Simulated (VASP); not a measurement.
# SiC in VASP: a series of runs, part 2 of 2

VASP 6.6.1.

## (3) Single point, r2SCAN (in-plane strain -0.02, then relaxed in part)

POSCAR

```
SiC
1.0
    2.1346066291      2.1346066291      0.0000000000
   -2.1346066291      2.1346066291      0.0000000000
    0.0000000000      2.1346066291      2.2057619297
Si C
1 1
Direct
    0.0000000000      0.0000000000      0.0000000000
    0.7500000000      0.2500000000      0.5000000000
```

INCAR.step1

```
PREC     = Accurate       # precision mode
ENCUT    = 520            # plane-wave cutoff, eV
ISMEAR   = 0              # smearing method
SIGMA    = 0.01           # smearing width, eV
LREAL    = F              # projectors in reciprocal space
LASPH    = T              # aspherical terms in the spheres
NELM     = 80             # most SCF steps
NBANDS   = 11             # bands
GGA      = PE             # functional
ALGO     = Normal         # electronic algorithm
EDIFF    = 1E-4           # SCF threshold, eV
LWAVE    = T              # write WAVECAR
LCHARG   = F              # write CHGCAR
```

INCAR.step2

```
PREC     = Accurate       # precision mode
ENCUT    = 520            # plane-wave cutoff, eV
EDIFF    = 1E-6           # SCF threshold, eV
ISMEAR   = 0              # smearing method
SIGMA    = 0.01           # smearing width, eV
LREAL    = F              # projectors in reciprocal space
LASPH    = T              # aspherical terms in the spheres
NELM     = 80             # most SCF steps
ALGO     = Normal         # electronic algorithm
ISIF     = 2              # what is computed and relaxed
LWAVE    = F              # write WAVECAR
LCHARG   = F              # write CHGCAR
METAGGA  = R2SCAN         # meta-GGA
LMIXTAU  = T            
NBANDS   = 11             # bands
ISTART   = 1
```

KPOINTS

```
Automatic mesh
0
Gamma
  10 10 10
```

Potentials or basis: VASP PAW PBE potentials, release 64 (Si, C).

Command:

```bash
$ cat potpaw_PBE.64/Si/POTCAR potpaw_PBE.64/C/POTCAR > POTCAR
$ cp INCAR.step1 INCAR
$ mpirun -np 1 vasp_std > vasp.out
$ cp INCAR.step2 INCAR
$ mpirun -np 1 vasp_std > vasp.out
```

OUTCAR:

```text
PREC = Accurate
   ENCUT = 520
   EDIFF = 1E-6
   ISMEAR = 0
   LREAL = F
   LASPH = T
   NELM = 80
   ISIF = 2
   METAGGA = R2SCAN
   ISTART = 1

 ion  position               nearest neighbor table
   1  0.000  0.000  0.000-   2 1.87   2 1.87   2 1.87   2 1.87
   2  0.750  0.250  0.500-   1 1.87   1 1.87   1 1.87   1 1.87

  LATTYP: Found a body centered tetragonal cell.
 ALAT       =     3.0187896452
 C/A-ratio  =     1.4613551714

  Lattice vectors:

 A1 = (   2.1346066291,   0.0000000000,  -2.2057619297)
 A2 = (  -2.1346066291,   0.0000000000,  -2.2057619297)
 A3 = (   0.0000000000,   2.1346066291,   2.2057619297)

Analysis of symmetry for initial positions (statically):
=====================================================================
 Subroutine PRICEL returns:
 Original cell was already a primitive cell.

 Routine SETGRP: Setting up the symmetry group for a
 body centered tetragonal supercell.

 Subroutine GETGRP returns: Found  8 space group operations
 (whereof  8 operations were pure point group operations)
 out of a pool of 16 trial point group operations.

The static configuration has the point symmetry D_2d.

Analysis of symmetry for dynamics (positions and initial velocities):
=====================================================================
 Subroutine PRICEL returns:
 Original cell was already a primitive cell.

 Routine SETGRP: Setting up the symmetry group for a
 body centered tetragonal supercell.

 Subroutine GETGRP returns: Found  8 space group operations
 (whereof  8 operations were pure point group operations)
 out of a pool of 16 trial point group operations.

The dynamic configuration has the point symmetry D_2d.

 Subroutine INISYM returns: Found  8 space group operations
 (whereof  8 operations are pure point group operations),
 and found     1 'primitive' translations

----------------------------------------------------------------------------------------

[... 119 lines left out ...]
   AEXX    =    0.0000 exact exchange contribution
   IVDW    =     0    specifies the selected vdW correction
   LEPSILON=     F    determine dielectric tensor
   LRPA    =     F    only Hartree local field effects (RPA)
 non-spin polarized calculation
 Gauss-broadening in eV      SIGMA  =   0.01
  energy-cutoff  :      520.00
  volume of cell :       20.10
 maximum number of plane-waves:       552
   NGX = 11   NGY = 11   NGZ = 11

 number of electron       8.0000000 magnetization

 Free energy of the ion-electron system (eV)
  ---------------------------------------------------
  ext. energy  EPLUGINS =         0.00000000
  ---------------------------------------------------
  free energy    TOTEN  =       -19.30262350 eV

  energy without entropy =      -19.30262350  energy(sigma->0) =      -19.30262350

 E-fermi :   8.4797     XC(G=0): -12.0658

 val. band max:        8.3955926894   @ k =   0.0000   0.0000   0.0000
 cond. band min:       9.9186492036   @ k =   0.5000   0.5000   0.0000
 fundamental gap:      1.5230565142
 Fermi energy:         8.4797299780

 k-point     1 :       0.0000    0.0000    0.0000
  band No.  band energies     occupation
      1      -8.1012      2.00000
      2       8.1494      2.00000
      3       8.3956      2.00000
      4       8.3956      2.00000
      5      15.5020      0.00000
      6      16.3535      0.00000
      7      16.3535      0.00000
      8      16.4413      0.00000
      9      23.1207      0.00000
     10      24.2382      0.00000
     11      26.0627      0.00000
[... 309 lines left out ...]
 k-point    24 :       0.4000    0.3000    0.0000
  band No.  band energies     occupation
      1      -3.1668      2.00000
      2       0.6810      2.00000
      3       2.8835      2.00000
      4       5.7338      2.00000
      5      12.3141      0.00000
      6      17.7118      0.00000
      7      20.0180      0.00000
      8      21.1551      0.00000
      9      22.8311      0.00000
     10      25.0387      0.00000
     11      31.6753      0.00000

 [... further k-points ...]

------------------------ aborting loop because EDIFF is reached ----------------------------------------

  FORCE on cell =-STRESS in cart. coord.  units (eV):
  Direction    XX          YY          ZZ          XY          YZ          ZX
  --------------------------------------------------------------------------------------
  -------------------------------------------------------------------------------------
  Total        1.2152106      1.2152106     -0.0295914      0.0000000      0.0000000      0.0000000
  in kB       96.8585110     96.8585110     -2.3585836      0.0000000      0.0000000      0.0000000
  external PRESSURE =      63.7861461 kB  Pullay stress =       0.0000000 kB

 VOLUME and BASIS-vectors are now :
 -----------------------------------------------------------------------------
  energy-cutoff  :      520.00
  volume of cell :       20.10
      direct lattice vectors                 reciprocal lattice vectors
     2.134606629  2.134606629  0.000000000     0.234235195  0.234235195 -0.226679041
    -2.134606629  2.134606629  0.000000000    -0.234235195  0.234235195 -0.226679041
     0.000000000  2.134606629  2.205761930     0.000000000  0.000000000  0.453358083

 POSITION                                       TOTAL-FORCE (eV/Angst)
 -----------------------------------------------------------------------------------
      0.00000      0.00000      0.00000        -0.000000      0.000000      0.000000
      1.06730      3.20191      1.10288         0.000000     -0.000000      0.000000
 -----------------------------------------------------------------------------------
    total drift:                                0.000001      0.000000     -0.000000

  FREE ENERGIE OF THE ION-ELECTRON SYSTEM (eV)
  ---------------------------------------------------
  free  energy   TOTEN  =       -19.3026235025 eV

  energy  without entropy=      -19.3026235025  energy(sigma->0) =      -19.30262350
```

OSZICAR.step1:

```text
N       E                     dE             d eps       ncg     rms          rms(c)
DAV:   1     0.423730009238E+01    0.42373E+01   -0.39994E+03  2303   0.615E+02
DAV:   2    -0.163425780122E+02   -0.20580E+02   -0.19381E+02  2839   0.111E+02
DAV:   3    -0.169553466373E+02   -0.61277E+00   -0.61167E+00  2809   0.160E+01
DAV:   4    -0.169575653706E+02   -0.22187E-02   -0.22186E-02  2546   0.123E+00
DAV:   5    -0.169575747447E+02   -0.93741E-05   -0.93740E-05  2760   0.754E-02    0.911E+00
DAV:   6    -0.150876459754E+02    0.18699E+01   -0.65376E+00  2520   0.116E+01    0.407E+00
DAV:   7    -0.150288915040E+02    0.58754E-01   -0.42106E-01  2682   0.369E+00    0.184E+00
DAV:   8    -0.150209280635E+02    0.79634E-02   -0.20669E-02  2568   0.959E-01    0.170E-01
DAV:   9    -0.150210323727E+02   -0.10431E-03   -0.15700E-03  2796   0.228E-01    0.114E-01
DAV:  10    -0.150211368749E+02   -0.10450E-03   -0.22084E-04  2464   0.914E-02    0.261E-02
DAV:  11    -0.150211387227E+02   -0.18478E-05   -0.36214E-05  1338   0.324E-02
   1 F= -.15021139E+02 E0= -.15021139E+02  d E =-.682020E-25
```

Run time: 89 s. Hardware: 1 thread of Intel Xeon 8259CL, shared host; peak memory 0.15 GiB.

Results:

| Property | Result |
| --- | --- |
| Free energy | -19.3026 eV |
| Pressure | 6.4 GPa |
| Band gap on the k mesh | 1.52 eV (least direct gap 5.06 eV) |

Stress tensor (GPa, compression positive):
```
 9.69  0.00  0.00
 0.00  9.69  0.00
 0.00  0.00 -0.24
```

Caveat: the cell differs from its parent crystal (in-plane strain -0.02, then relaxed in part); the cell stands under pressure; the PAW data sets were made with another functional, which shifts forces and pressure a little. A k mesh can miss the band edges.

## (4) Single point, r2SCAN (in-plane strain -0.02)

Changes to POSCAR since step 3:

```diff
@@ -4,3 +4,3 @@
    -2.1346066291      2.1346066291      0.0000000000
-    0.0000000000      2.1346066291      2.2057619297
+    0.0000000000      2.1346066291      2.2043080701
 Si C
```

INCAR.step1

```
  PREC = Accurate
  ENCUT = 520
  ISMEAR = 0
  SIGMA = 0.01
  LREAL = False
  LASPH = True
  NELM = 80
  NBANDS = 11
  GGA = PE
  ALGO = Normal
  EDIFF = 1E-4
  LWAVE = True
  LCHARG = False
```

INCAR.step2

```
  PREC = Accurate
  ENCUT = 520
  EDIFF = 1E-6
  ISMEAR = 0
  SIGMA = 0.01
  LREAL = False
  LASPH = True
  NELM = 80
  ALGO = Normal
  ISIF = 2
  LWAVE = False
  LCHARG = False
  METAGGA = R2SCAN
  LMIXTAU = True
  NBANDS = 11
  ISTART = 1
```

KPOINTS

```
regular mesh
0
Gamma
  10 10 10
```

Potentials or basis: VASP PAW PBE potentials, release 64 (Si, C).

Command:

```bash
$ cat potpaw_PBE.64/Si/POTCAR potpaw_PBE.64/C/POTCAR > POTCAR
$ cp INCAR.step1 INCAR
$ mpirun -np 1 vasp_std > vasp.out
$ cp INCAR.step2 INCAR
$ mpirun -np 1 vasp_std > vasp.out
```

OUTCAR:

```text
PREC = Accurate
   ENCUT = 520
   EDIFF = 1E-6
   ISMEAR = 0
   LREAL = False
   LASPH = True
   NELM = 80
   ISIF = 2
   METAGGA = R2SCAN
   ISTART = 1

 ion  position               nearest neighbor table
   1  0.000  0.000  0.000-   2 1.87   2 1.87   2 1.87   2 1.87
   2  0.750  0.250  0.500-   1 1.87   1 1.87   1 1.87   1 1.87

  LATTYP: Found a body centered tetragonal cell.
 ALAT       =     3.0187896452
 C/A-ratio  =     1.4603919644

  Lattice vectors:

 A1 = (   2.1346066291,   0.0000000000,  -2.2043080701)
 A2 = (  -2.1346066291,   0.0000000000,  -2.2043080701)
 A3 = (   0.0000000000,   2.1346066291,   2.2043080701)

Analysis of symmetry for initial positions (statically):
=====================================================================
 Subroutine PRICEL returns:
 Original cell was already a primitive cell.

 Routine SETGRP: Setting up the symmetry group for a
 body centered tetragonal supercell.

 Subroutine GETGRP returns: Found  8 space group operations
 (whereof  8 operations were pure point group operations)
 out of a pool of 16 trial point group operations.

The static configuration has the point symmetry D_2d.

Analysis of symmetry for dynamics (positions and initial velocities):
=====================================================================
 Subroutine PRICEL returns:
 Original cell was already a primitive cell.

 Routine SETGRP: Setting up the symmetry group for a
 body centered tetragonal supercell.

 Subroutine GETGRP returns: Found  8 space group operations
 (whereof  8 operations were pure point group operations)
 out of a pool of 16 trial point group operations.

The dynamic configuration has the point symmetry D_2d.

 Subroutine INISYM returns: Found  8 space group operations
 (whereof  8 operations are pure point group operations),
 and found     1 'primitive' translations

----------------------------------------------------------------------------------------

                                     Primitive cell

[... 118 lines left out ...]
   IVDW    =     0    specifies the selected vdW correction
   LEPSILON=     F    determine dielectric tensor
   LRPA    =     F    only Hartree local field effects (RPA)
 non-spin polarized calculation
 Gauss-broadening in eV      SIGMA  =   0.01
  energy-cutoff  :      520.00
  volume of cell :       20.09
 maximum number of plane-waves:       552
   NGX = 11   NGY = 11   NGZ = 11

 number of electron       8.0000000 magnetization

 Free energy of the ion-electron system (eV)
  ---------------------------------------------------
  ext. energy  EPLUGINS =         0.00000000
  ---------------------------------------------------
  free energy    TOTEN  =       -19.30262665 eV

  energy without entropy =      -19.30262665  energy(sigma->0) =      -19.30262665

 E-fermi :   8.4907     XC(G=0): -12.0687

 val. band max:        8.4011823438   @ k =   0.0000   0.0000   0.0000
 cond. band min:       9.9274038820   @ k =   0.5000   0.5000  -0.0000
 fundamental gap:      1.5262215382
 Fermi energy:         8.4906503729

 k-point     1 :       0.0000    0.0000    0.0000
  band No.  band energies     occupation
      1      -8.0991      2.00000
      2       8.1602      2.00000
      3       8.4012      2.00000
      4       8.4012      2.00000
      5      15.5181      0.00000
      6      16.3665      0.00000
      7      16.3665      0.00000
      8      16.4525      0.00000
      9      23.1444      0.00000
     10      24.2391      0.00000
     11      26.0922      0.00000
[... 309 lines left out ...]
 k-point    24 :       0.4000    0.3000    0.0000
  band No.  band energies     occupation
      1      -3.1621      2.00000
      2       0.6853      2.00000
      3       2.8867      2.00000
      4       5.7429      2.00000
      5      12.3250      0.00000
      6      17.7287      0.00000
      7      20.0363      0.00000
      8      21.1644      0.00000
      9      22.8489      0.00000
     10      25.0486      0.00000
     11      31.6919      0.00000

 [... further k-points ...]

------------------------ aborting loop because EDIFF is reached ----------------------------------------

  FORCE on cell =-STRESS in cart. coord.  units (eV):
  Direction    XX          YY          ZZ          XY          YZ          ZX
  --------------------------------------------------------------------------------------
  -------------------------------------------------------------------------------------
  Total        1.2267870      1.2267870      0.0092599      0.0000000      0.0000000      0.0000000
  in kB       97.8456996     97.8456996      0.7385492      0.0000000      0.0000000      0.0000000
  external PRESSURE =      65.4766495 kB  Pullay stress =       0.0000000 kB

 VOLUME and BASIS-vectors are now :
 -----------------------------------------------------------------------------
  energy-cutoff  :      520.00
  volume of cell :       20.09
      direct lattice vectors                 reciprocal lattice vectors
     2.134606629  2.134606629  0.000000000     0.234235195  0.234235195 -0.226828549
    -2.134606629  2.134606629  0.000000000    -0.234235195  0.234235195 -0.226828549
     0.000000000  2.134606629  2.204308070     0.000000000  0.000000000  0.453657097

 POSITION                                       TOTAL-FORCE (eV/Angst)
 -----------------------------------------------------------------------------------
      0.00000      0.00000      0.00000        -0.000000     -0.000000      0.000000
      1.06730      3.20191      1.10215         0.000000      0.000000      0.000000
 -----------------------------------------------------------------------------------
    total drift:                                0.000001      0.000000     -0.000000

  FREE ENERGIE OF THE ION-ELECTRON SYSTEM (eV)
  ---------------------------------------------------
  free  energy   TOTEN  =       -19.3026266481 eV

  energy  without entropy=      -19.3026266481  energy(sigma->0) =      -19.30262665
```

Run time: 1.8 min. Hardware: 1 thread of Intel Xeon 8259CL, shared host; peak memory 0.15 GiB.

What came out:

* Free energy: -19.3026 eV
* Pressure: 6.5 GPa
* Band gap on the k mesh: 1.53 eV (least direct gap 5.06 eV)

Caveat: the cell differs from its parent crystal (in-plane strain -0.02); the cell stands under pressure; the PAW data sets were made with another functional, which shifts forces and pressure a little.

## (5) Single point, r2SCAN (film at in-plane strain -0.02)

Changes to POSCAR since step 4:

```diff
@@ -4,3 +4,3 @@
    -2.1346066291      2.1346066291      0.0000000000
-    0.0000000000      2.1346066291      2.2043080701
+    0.0000000000      2.1346066291      2.2057619297
 Si C
```

INCAR.step1

```
SYSTEM = SiC
PREC = Accurate ; ENCUT = 520
ISMEAR = 0 ; SIGMA = 0.01
LREAL = .False. ; LASPH = .True.
NELM = 80 ; NBANDS = 11
GGA = PE ; ALGO = Normal
EDIFF = 1E-4 ; LWAVE = .True.
LCHARG = .False.
```

INCAR.step2

```
SYSTEM = SiC
PREC = Accurate ; ENCUT = 520
EDIFF = 1E-6 ; ISMEAR = 0
SIGMA = 0.01 ; LREAL = .False.
LASPH = .True. ; NELM = 80
ALGO = Normal ; ISIF = 2
LWAVE = .False. ; LCHARG = .True.
METAGGA = R2SCAN ; LMIXTAU = .True.
LELF = .True. ; LVHAR = .True.
NBANDS = 11 ; ISTART = 1
```

KPOINTS

```
Automatic mesh
0
Gamma
  10 10 10
  0 0 0
```

Command:

```bash
$ cat potpaw_PBE.64/Si/POTCAR potpaw_PBE.64/C/POTCAR > POTCAR
$ cp INCAR.step1 INCAR
$ mpirun -np 1 vasp_std > vasp.out
$ cp INCAR.step2 INCAR
$ mpirun -np 1 vasp_std > vasp.out
```

Run time: 1.7 min. Hardware: 1 thread of Intel Xeon 8259CL, shared host; peak memory 0.15 GiB.

The run converged. Its results:

```
Free energy            : -19.3026 eV
Pressure               : 6.4 GPa
Band gap on the k mesh : 1.52 eV (least direct gap 5.06 eV)
```

Stress tensor (GPa, compression positive):
```
 9.69  0.00  0.00
 0.00  9.69  0.00
 0.00  0.00 -0.24
```

Levels at points of the mesh, in eV from the valence-band top:
```csv
k point,band 1,band 2,band 3,band 4,band 5,band 6,band 7,band 8
"(0.00, 0.00, 0.00)",-16.50,-0.25,0.00,0.00,7.11,7.96,7.96,8.05
"(0.50, 0.00, 0.00)",-12.76,-9.06,-1.42,-0.98,6.05,7.68,8.06,11.06
"(0.50, 0.50, 0.00)",-11.18,-8.08,-3.62,-3.57,1.52,4.66,14.77,15.91
"(0.00, 0.00, 0.50)",-11.45,-8.51,-3.22,-3.22,1.84,5.25,15.51,15.51
```

Caveat: the cell differs from its parent crystal (film at in-plane strain -0.02); the cell stands under pressure; the PAW data sets were made with another functional, which shifts forces and pressure a little.

## (6) Overview

| cell | gap on the mesh (eV) | pressure (GPa) |
| --- | --- | --- |
| a = 3.080 Å, angles 60.0, 60.0, 90.0°, 2 atoms | 1.72 | -0.2 |
| a = 3.019, b = 3.019, c = 3.070 Å, angles 60.5, 60.5, 90.0°, 2 atoms | 1.52 | 6.4 |
| a = 3.019, b = 3.019, c = 3.068 Å, angles 60.5, 60.5, 90.0°, 2 atoms | 1.53 | 6.5 |

Alike in all rows: task single point; level r2SCAN; potentials or basis VASP PAW PBE potentials, release 64 (Si, C); no spin polarisation; k mesh 10 × 10 × 10; cutoff (eV) 520; smearing gaussian 0.01 eV.

Caveats: the PAW data sets were made with another functional, which shifts forces and pressure a little; the cell stands under pressure (at least some runs).

Total energies depend on the potentials used, so only differences within one code and one set of settings carry meaning.
